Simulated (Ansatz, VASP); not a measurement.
Two plane-wave programs on SrTe

Contents of INCAR:

```
PREC = Accurate ; ENCUT = 500
EDIFF = 1E-6 ; ISMEAR = 0
SIGMA = 0.01 ; LREAL = False
LASPH = True ; NELM = 120
ALGO = Normal ; ISIF = 2
LWAVE = False ; LCHARG = False
GGA = PE ; NBANDS = 15
GGA_COMPAT = False
```

KPOINTS

```
regular mesh
0
Gamma
  4 4 4
```

Contents of POSCAR:

```
SrTe
1.0
    0.0000000000      3.3527582020      3.3527582020
    3.3527582020      0.0000000000      3.3527582020
    3.3527582020      3.3527582020      0.0000000000
Sr Te
1 1
Direct
    0.0000000000      0.0000000000      0.0000000000
    0.5000000000      0.5000000000      0.5000000000
```

Input for Ansatz:

```yaml
crystal:
  lattice:
    - [0.0, 3.352758202, 3.352758202]
    - [3.352758202, 0.0, 3.352758202]
    - [3.352758202, 3.352758202, 0.0]
  atoms:
    - { symbol: Sr, position: [0.0, 0.0, 0.0] }
    - { symbol: Te, position: [0.5, 0.5, 0.5] }
kpoints:
  mp_grid: { grid: [4, 4, 4] }
hamiltonian:
  xc: pbe
scf:
  occupations: { method: fixed }
  n_extra_bands: 4
output:
  forces: true
  stress: true
  eigenvalues: true
```

Alike in both runs: task single point; functional PBE; k mesh 4 × 4 × 4; no spin polarisation.

|  | VASP | Ansatz |
| --- | --- | --- |
| version | VASP 6.6.1 | Ansatz 0.2.0 |
| potentials or method | VASP PAW PBE potentials, release 64 (Sr_sv, Te) | plane waves, PAW |
| plane-wave cutoff (eV) | 500 | 420 |
| occupations | gaussian, width 0.01 eV | fixed |
| valence electrons in the cell | 16 | 26 |

|  | VASP | Ansatz | Ansatz less VASP |
| --- | --- | --- | --- |
| gap on the k mesh at the Fermi level (eV) | 1.74 | 1.76 | +0.024 |
| pressure (GPa) | 0.4 | 0.3 | -0.09 |

VASP's potentials hold 16 valence electrons a cell and Ansatz's 26, so a difference there can come from the potentials and not from the codes.

Spin-orbit coupling is off throughout.
